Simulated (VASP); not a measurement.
# CoO (R3m) in VASP: a series of runs

The runs below take CoO through single point, with r2SCAN, LDA.

Everything below comes from runs of VASP 6.6.1. Logs are shortened: lines on timing, memory, paths and dates and some standing lists are left out, and cuts for length are marked.

## Step 1: The cell of the first run

It takes space group R3m (No. 160, trigonal). Conventional cell: a = 3.247 Å, b = 3.247 Å, c = 7.801 Å, α = 90.00°, β = 90.00°, γ = 120.00°. Co (site symmetry 3m) has 4 O at 1.93 to 1.99 Å within 2.6 Å. O (site symmetry 3m) has 4 Co at 1.93 to 1.99 Å within 2.6 Å.

## Step 2: Single point, r2SCAN, collinear spin, ferromagnetic start

File POSCAR:

```
CoO
1.0
    1.6233040996      0.9372150589      2.6002441171
   -1.6233040996      0.9372150589      2.6002441171
    0.0000000000     -1.8744301178      2.6002441171
Co O
1 1
Direct
    0.9989783200      0.9989783200      0.9989783200
    0.7510210300      0.7510210300      0.7510210300
```

File INCAR.step1:

```
SYSTEM = CoO
  PREC = Accurate
  ENCUT = 520
  ISMEAR = -1
  SIGMA = 0.05
  LREAL = .FALSE.
  LASPH = .TRUE.
  NELM = 150
  ISPIN = 2
  MAGMOM = 2 0
  LMAXMIX = 4
  NBANDS = 18
  GGA = PE
  ALGO = Normal
  EDIFF = 1E-4
  LWAVE = .TRUE.
  LCHARG = .FALSE.
```

File INCAR.step2:

```
SYSTEM = CoO
  PREC = Accurate
  ENCUT = 520
  EDIFF = 1E-6
  ISMEAR = -1
  SIGMA = 0.05
  LREAL = .FALSE.
  LASPH = .TRUE.
  NELM = 150
  ALGO = Normal
  ISIF = 2
  LWAVE = .FALSE.
  LCHARG = .FALSE.
  ISPIN = 2
  MAGMOM = 2 0
  LORBIT = 11
  LMAXMIX = 4
  METAGGA = R2SCAN
  LMIXTAU = .TRUE.
  NBANDS = 18
  ISTART = 1
```

File KPOINTS:

```
regular mesh
0
G
  10 10 10
  0 0 0
```

Potentials or basis: VASP PAW PBE potentials, release 64 (Co, O).

Started as:

```bash
> cat potpaw_PBE.64/Co/POTCAR potpaw_PBE.64/O/POTCAR > POTCAR
> cp INCAR.step1 INCAR
> mpirun -np 1 vasp_std > vasp.out
> cp INCAR.step2 INCAR
> mpirun -np 1 vasp_std > vasp.out
```

OUTCAR:

```text
SYSTEM = CoO
   PREC = Accurate
   ENCUT = 520
   EDIFF = 1E-6
   ISMEAR = -1
   LREAL = .FALSE.
   LASPH = .TRUE.
   NELM = 150
   ISIF = 2
   ISPIN = 2
   LORBIT = 11
   METAGGA = R2SCAN
   ISTART = 1

 ion  position               nearest neighbor table
   1  0.999  0.999  0.999-   2 1.93   2 1.99   2 1.99   2 1.99
   2  0.751  0.751  0.751-   1 1.93   1 1.99   1 1.99   1 1.99

  LATTYP: Found a trigonal (rhomboedric) cell.
 ALAT       =     3.2054262953
 COS(alpha) =     0.4870699110

  Lattice vectors:

 A1 = (   1.6233040996,   0.9372150589,   2.6002441171)
 A2 = (  -1.6233040996,   0.9372150589,   2.6002441171)
 A3 = (   0.0000000000,  -1.8744301178,   2.6002441171)

Analysis of symmetry for initial positions (statically):
=====================================================================
 Subroutine PRICEL returns:
 Original cell was already a primitive cell.

 Routine SETGRP: Setting up the symmetry group for a
 trigonal (rhombohedral) supercell.

 Subroutine GETGRP returns: Found  6 space group operations
 (whereof  6 operations were pure point group operations)
 out of a pool of 12 trial point group operations.

The static configuration has the point symmetry C_3v.

Analysis of symmetry for dynamics (positions and initial velocities):
=====================================================================
 Subroutine PRICEL returns:
 Original cell was already a primitive cell.

 Routine SETGRP: Setting up the symmetry group for a
 trigonal (rhombohedral) supercell.

 Subroutine GETGRP returns: Found  6 space group operations
 (whereof  6 operations were pure point group operations)
 out of a pool of 12 trial point group operations.

The dynamic configuration has the point symmetry C_3v.

Analysis of structural, dynamic, and magnetic symmetry:
=====================================================================
 Subroutine PRICEL returns:
 Original cell was already a primitive cell.

 Routine SETGRP: Setting up the symmetry group for a
 trigonal (rhombohedral) supercell.

 Subroutine GETGRP returns: Found  6 space group operations
 (whereof  6 operations were pure point group operations)
 out of a pool of 12 trial point group operations.

The overall configuration has the point symmetry C_3v.

 Subroutine INISYM returns: Found  6 space group operations
 (whereof  6 operations are pure point group operations),
 and found     1 'primitive' translations

----------------------------------------------------------------------------------------

                                     Primitive cell

  volume of cell :      23.7358

  direct lattice vectors                    reciprocal lattice vectors
     1.623304100  0.937215059  2.600244117     0.308013760  0.177831827  0.128193092
    -1.623304100  0.937215059  2.600244117    -0.308013760  0.177831827  0.128193092
     0.000000000 -1.874430118  2.600244117     0.000000000 -0.355663655  0.128193092

  length of vectors
     3.205426295  3.205426295  3.205426295     0.378060980  0.378060980  0.378060980

  position of ions in fractional coordinates (direct lattice)
     0.998978320  0.998978320  0.998978320
     0.751021030  0.751021030  0.751021030

  ion indices of the primitive-cell ions
   primitive index   ion index
                 1           1
                 2           2

----------------------------------------------------------------------------------------

 KPOINTS: regular mesh

Automatic generation of k-mesh.
 Grid dimensions read from file:
 generate k-points for:   10   10   10

 Generating k-lattice:

  Cartesian coordinates                     Fractional coordinates (reciprocal lattice)
     0.030801376  0.017783183  0.012819309     0.100000000  0.000000000  0.000000000
    -0.030801376  0.017783183  0.012819309     0.000000000  0.100000000  0.000000000
     0.000000000 -0.035566365  0.012819309     0.000000000  0.000000000  0.100000000

  Length of vectors
     0.037806098  0.037806098  0.037806098

  Shift w.r.t. Gamma in fractional coordinates (k-lattice)
     0.000000000  0.000000000  0.000000000

 Subroutine IBZKPT returns following result:
 ===========================================

 Found    116 irreducible k-points:

 Following reciprocal coordinates:
            Coordinates               Weight
  0.000000  0.000000  0.000000      1.000000
  0.100000  0.000000 -0.000000      6.000000
  0.200000  0.000000 -0.000000      6.000000
  0.300000  0.000000  0.000000      6.000000
  0.400000  0.000000  0.000000      6.000000
  0.500000  0.000000  0.000000      3.000000
[... 16 lines left out ...]
  0.300000  0.300000  0.000000      6.000000
  0.400000  0.300000  0.000000     12.000000
 [... further k-points ...]
   k-points           NKPTS =    116   k-points in BZ     NKDIM =    116   number of bands    NBANDS=     18
   number of dos      NEDOS =    301   number of ions     NIONS =      2
   total plane-waves  NPLWV =  13824
   dimension x,y,z NGX =    24 NGY =   24 NGZ =   24
   dimension x,y,z NGXF=    48 NGYF=   48 NGZF=   48
   ions per type =               1   1
   NGX,Y,Z   is equivalent  to a cutoff of  12.45, 12.45, 12.45 a.u.
   NGXF,Y,Z  is equivalent  to a cutoff of  24.89, 24.89, 24.89 a.u.
 SYSTEM =  CoO
   PREC   = accura    normal or accurate (medium, high low for compatibility)
   ISTART =      1    job   : 0-new  1-cont  2-samecut
   ICHARG =      0    charge: 1-file 2-atom 10-const
   ISPIN  =      2    spin polarized calculation?
   LNONCOLLINEAR =      F non collinear calculations
   LSORBIT =      F    spin-orbit coupling
   LASPH  =      T    aspherical Exc in radial PAW
   ENCUT  =  520.0 eV  38.22 Ry    6.18 a.u.   5.96  5.96  5.96*2*pi/ulx,y,z
   NELM   =    150;   NELMIN=  2; NELMDL=  0     # of ELM steps
   EDIFF  = 0.1E-05   stopping-criterion for ELM
   LREAL  =      F    real-space projection
[... 7 lines left out ...]
   TEBEG  =    0.0;   TEEND  =   0.0 temperature during run
   PSTRESS=    0.0 pullay stress
   NELECT =      15.0000    total number of electrons
   NUPDOWN=      -1.0000    fix difference up-down
   EMIN   =  10.00;   EMAX   =-10.00  energy-range for DOS
   EFERMI =   0.00;   METHOD = LEGACY
   ISMEAR =    -1;   SIGMA  =   0.05  broadening in eV -4-tet -1-fermi 0-gaus
   EFERMI_NEDOS =   21; number of points for ismear=-14 and -15
   IALGO  =     38    algorithm
   IMIX   =      4    mixing-type and parameters
     AMIX     =   0.40;   BMIX     =  1.00
     AMIX_MAG =   1.60;   BMIX_MAG =  1.00
  volume/ion in A,a.u.               =      11.87        80.09
  Fermi-wavevector in a.u.,A,eV,Ry     =   1.404873  2.654825 26.853387  1.973668
  Thomas-Fermi vector in A             =   2.527391
   LORBIT       =     11    0 simple, 1 ext, 2 COOP (PROOUT), +10 PAW based schemes
   METAGGA = R2SCAN    functional components
   LHFCALC =     F    Hartree Fock is set to
   AEXX    =    0.0000 exact exchange contribution
   IVDW    =     0    specifies the selected vdW correction
   LEPSILON=     F    determine dielectric tensor
   LRPA    =     F    only Hartree local field effects (RPA)
 spin polarized calculation
  energy-cutoff  :      520.00
  volume of cell :       23.74
 maximum number of plane-waves:       650
   NGX = 11   NGY = 11   NGZ = 11

 number of electron      15.0000005 magnetization       2.9993871

 Free energy of the ion-electron system (eV)
  ---------------------------------------------------
  ext. energy  EPLUGINS =         0.00000000
  ---------------------------------------------------
  free energy    TOTEN  =       -21.35932801 eV

  energy without entropy =      -21.35889783  energy(sigma->0) =      -21.35911292

 E-fermi :   5.5268     XC(G=0): -11.6146

 val. band max:        5.3847865000   @ k =   0.0000   0.0000   0.0000
 cond. band min:       5.7002034072   @ k =  -0.3000   0.5000   0.2000
 fundamental gap:      0.3154169072
 Fermi energy:         5.5268281038

 spin component 1

 k-point     1 :       0.0000    0.0000    0.0000
  band No.  band energies     occupation
      1     -15.2305      1.00000
      2      -0.9194      1.00000
      3      -0.8516      1.00000
      4      -0.8516      1.00000
      5       3.0238      1.00000
      6       3.0238      1.00000
[... 10 lines left out ...]
     17      26.0703      0.00000
     18      28.4482      0.00000
[... 463 lines left out ...]
 k-point    24 :       0.4000    0.3000    0.0000
  band No.  band energies     occupation
      1     -14.6435      1.00000
      2      -1.5083      1.00000
      3      -0.2001      1.00000
      4      -0.1518      1.00000
      5       2.0681      1.00000
      6       3.1700      1.00000
[... 10 lines left out ...]
     17      32.2485      0.00000
     18      34.3582      0.00000

 [... further k-points ...]

 spin component 2

 k-point     1 :       0.0000    0.0000    0.0000
  band No.  band energies     occupation
      1     -14.6533      1.00000
      2       0.9058      1.00000
      3       0.9754      1.00000
      4       0.9754      1.00000
      5       4.6814      1.00000
      6       4.6814      1.00000
[... 10 lines left out ...]
     17      27.0589      0.00000
     18      28.9517      0.00000
[... 463 lines left out ...]
 k-point    24 :       0.4000    0.3000    0.0000
  band No.  band energies     occupation
      1     -14.0131      1.00000
      2      -0.6624      1.00000
      3       1.0936      1.00000
      4       1.1594      1.00000
      5       4.7361      1.00000
      6       4.9683      0.99999
[... 10 lines left out ...]
     17      33.0785      0.00000
     18      35.2208      0.00000

 [... further k-points ...]

------------------------ aborting loop because EDIFF is reached ----------------------------------------

  FORCE on cell =-STRESS in cart. coord.  units (eV):
  Direction    XX          YY          ZZ          XY          YZ          ZX
  --------------------------------------------------------------------------------------
  -------------------------------------------------------------------------------------
  Total       -0.5925841     -0.5925841      0.2730232     -0.0000000      0.0000000      0.0000000
  in kB      -39.9996366    -39.9996367     18.4291604     -0.0000000      0.0000000      0.0000000
  external PRESSURE =     -20.5233710 kB  Pullay stress =       0.0000000 kB

 VOLUME and BASIS-vectors are now :
 -----------------------------------------------------------------------------
  energy-cutoff  :      520.00
  volume of cell :       23.74
      direct lattice vectors                 reciprocal lattice vectors
     1.623304100  0.937215059  2.600244117     0.308013760  0.177831827  0.128193092
    -1.623304100  0.937215059  2.600244117    -0.308013760  0.177831827  0.128193092
     0.000000000 -1.874430118  2.600244117     0.000000000 -0.355663655  0.128193092

 POSITION                                       TOTAL-FORCE (eV/Angst)
 -----------------------------------------------------------------------------------
      0.00000      0.00000      7.79276         0.000000      0.000000      0.316347
      0.00000      0.00000      5.85851         0.000000     -0.000000     -0.316347
 -----------------------------------------------------------------------------------
    total drift:                                0.000000      0.000000      0.013634

  FREE ENERGIE OF THE ION-ELECTRON SYSTEM (eV)
  ---------------------------------------------------
  free  energy   TOTEN  =       -21.3593280061 eV

  energy  without entropy=      -21.3588978297  energy(sigma->0) =      -21.35911292

 total charge

# of ion       s       p       d       tot
------------------------------------------
    1        0.346   0.436   7.135   7.917
    2        1.552   3.485   0.000   5.037
--------------------------------------------------
tot          1.898   3.921   7.135  12.954

 magnetization (x)

# of ion       s       p       d       tot
------------------------------------------
    1        0.024   0.058   2.550   2.631
    2        0.021   0.248   0.000   0.269
--------------------------------------------------
tot          0.045   0.306   2.550   2.900
```

Run time: 4 min. Hardware: 1 thread of Intel Xeon Platinum 8259CL at 2.50GHz (Skylake/Cascade Lake), shared host; peak memory 0.21 GiB.

What came out:

| Quantity | Value |
| --- | --- |
| Free energy | -21.3593 eV |
| Pressure | -2.1 GPa |
| Largest force | 0.316 eV/Å |
| Band gap on the k mesh | 0.32 eV (least direct gap 0.36 eV) |
| Net moment | 3.00 μB per cell |
| Site moments | Co +2.63; O +0.27 μB |
| Valence electrons inside the program's atomic spheres | Co 7.92; O 5.04 |

Forces on the atoms (eV/Å):
```
Co   0.000  0.000  0.316
O    0.000  0.000 -0.316
```

Levels at points of the mesh, in eV from the valence-band top:
Spin up:
| k point | band 5 | band 6 | band 7 | band 8 | band 9 | band 10 | band 11 | band 12 | band 13 | band 14 |
| --- | --- | --- | --- | --- | --- | --- | --- | --- | --- | --- |
| (0.00, 0.00, 0.00) | -2.36 | -2.36 | -0.10 | -0.10 | 0.00 | 0.36 | 14.41 | 14.41 | 14.99 | 20.24 |
| (0.50, 0.00, 0.00) | -3.11 | -2.43 | -2.41 | -0.80 | -0.79 | 5.98 | 7.22 | 13.80 | 14.15 | 17.66 |
| (0.50, 0.50, 0.00) | -3.69 | -2.38 | -2.19 | -2.06 | -1.62 | 5.27 | 10.27 | 11.34 | 14.55 | 14.85 |
| (0.50, 0.50, 0.50) | -3.19 | -2.48 | -2.48 | -0.90 | -0.90 | 5.95 | 7.51 | 13.70 | 13.70 | 17.38 |
Spin down:
```tsv
k point	band 2	band 3	band 4	band 5	band 6	band 7	band 8	band 9	band 10	band 11
(0.00, 0.00, 0.00)	-4.48	-4.41	-4.41	-0.70	-0.70	1.17	3.73	3.73	3.80	14.97
(0.50, 0.00, 0.00)	-6.17	-4.35	-4.35	-0.40	-0.36	1.53	2.88	2.90	6.67	8.48
(0.50, 0.50, 0.00)	-6.30	-4.13	-4.11	-0.36	-0.08	0.37	2.19	2.24	6.93	11.27
(0.50, 0.50, 0.50)	-6.13	-4.31	-4.31	-0.33	-0.33	1.35	2.76	2.76	6.61	8.84
```

Caveat: the PAW data sets were made with another functional, which shifts forces and pressure a little; a cell with one magnetic atom can't hold antiferromagnetic order, which such compounds often take.

## Step 3: Single point, LDA, collinear spin, ferromagnetic start (10.73 Å³/atom)

This run uses another cell than the first one, of 10.73 Å³/atom.

File INCAR:

```
SYSTEM = CoO
ALGO     = Normal         ! electronic algorithm
EDIFF    = 1E-6           ! SCF threshold, eV
ENCUT    = 520            ! plane-wave cutoff, eV
ISIF     = 2              ! what is computed and relaxed
ISMEAR   = -1             ! smearing method
ISPIN    = 2              ! spin polarisation
LASPH    = .TRUE.         ! aspherical terms in the spheres
LCHARG   = .FALSE.        ! write CHGCAR
LMAXMIX  = 4              ! l up to which the mixer works
LORBIT   = 11             ! projections on sites
LREAL    = .FALSE.        ! projectors in reciprocal space
LWAVE    = .FALSE.        ! write WAVECAR
MAGMOM   = 2 0            ! initial moments
NBANDS   = 18             ! bands
NELM     = 150            ! most SCF steps
PREC     = Accurate       ! precision mode
SIGMA    = 0.05           ! smearing width, eV
```

File KPOINTS:

```
k-points
0
G
  10 10 10
  0 0 0
```

File POSCAR:

```
CoO
1.0
    1.5695123000      0.9061583489      2.5140792326
   -1.5695123000      0.9061583489      2.5140792326
    0.0000000000     -1.8123166978      2.5140792326
Co O
1 1
Direct
    0.9989783200      0.9989783200      0.9989783200
    0.7510210300      0.7510210300      0.7510210300
```

Potentials or basis: VASP PAW LDA potentials, release 64 (Co, O).

Started as:

```bash
> cat potpaw_LDA.64/Co/POTCAR potpaw_LDA.64/O/POTCAR > POTCAR
> mpirun -np 1 vasp_std > vasp.out
```

Wall time 59 s (1 thread of Intel Xeon 8259CL, shared host); peak memory 0.19 GiB.

Results (log left out):

```
Free energy                                           : -15.1116 eV
Pressure                                              : -15.1 GPa
Largest force                                         : 0.292 eV/Å
Net moment                                            : 1.72 μB per cell
Site moments                                          : Co +1.52; O +0.16 μB
Valence electrons inside the program's atomic spheres : Co 8.18; O 4.95
```

Forces in eV/Å, atoms in the order of the input:
```
Co   0.000  0.000  0.292
O    0.000  0.000 -0.292
```

Stress tensor (GPa, compression positive):
```
-16.67   0.00   0.00
  0.00 -16.67   0.00
  0.00   0.00 -11.87
```

Levels at points of the mesh, in eV from the Fermi level:
Spin up:
| k point | band 5 | band 6 | band 7 | band 8 | band 9 | band 10 | band 11 | band 12 | band 13 | band 14 |
| --- | --- | --- | --- | --- | --- | --- | --- | --- | --- | --- |
| (0.00, 0.00, 0.00) | -1.83 | -1.83 | 0.38 | 0.84 | 0.84 | 0.98 | 14.44 | 14.44 | 15.05 | 20.70 |
| (0.50, 0.00, 0.00) | -1.87 | -1.71 | -1.71 | -0.03 | 0.02 | 6.04 | 7.24 | 14.04 | 14.39 | 18.14 |
| (0.50, 0.50, 0.00) | -2.73 | -1.46 | -1.24 | -1.16 | -1.10 | 5.63 | 10.39 | 11.54 | 14.68 | 15.00 |
| (0.50, 0.50, 0.50) | -1.98 | -1.72 | -1.72 | -0.15 | -0.15 | 5.99 | 7.59 | 13.93 | 13.93 | 17.85 |
Spin down:
| k point | band 5 | band 6 | band 7 | band 8 | band 9 | band 10 |
| --- | --- | --- | --- | --- | --- | --- |
| (0.00, 0.00, 0.00) | -0.71 | -0.71 | 0.64 | 2.14 | 2.14 | 2.23 |
| (0.50, 0.00, 0.00) | -0.52 | -0.50 | -0.38 | 1.24 | 1.27 | 6.29 |
| (0.50, 0.50, 0.00) | -1.50 | -0.28 | -0.15 | 0.28 | 0.36 | 6.23 |
| (0.50, 0.50, 0.50) | -0.55 | -0.50 | -0.50 | 1.12 | 1.12 | 6.24 |

Caveat: the cell stands under tension; a cell with one magnetic atom can't hold antiferromagnetic order, which such compounds often take; semilocal functionals often make such compounds metallic where correlation or magnetic order opens a gap, which also shifts bond lengths. With open d or f shells a metallic result of LDA can be an artefact of self-interaction; +U or a hybrid may open a gap.
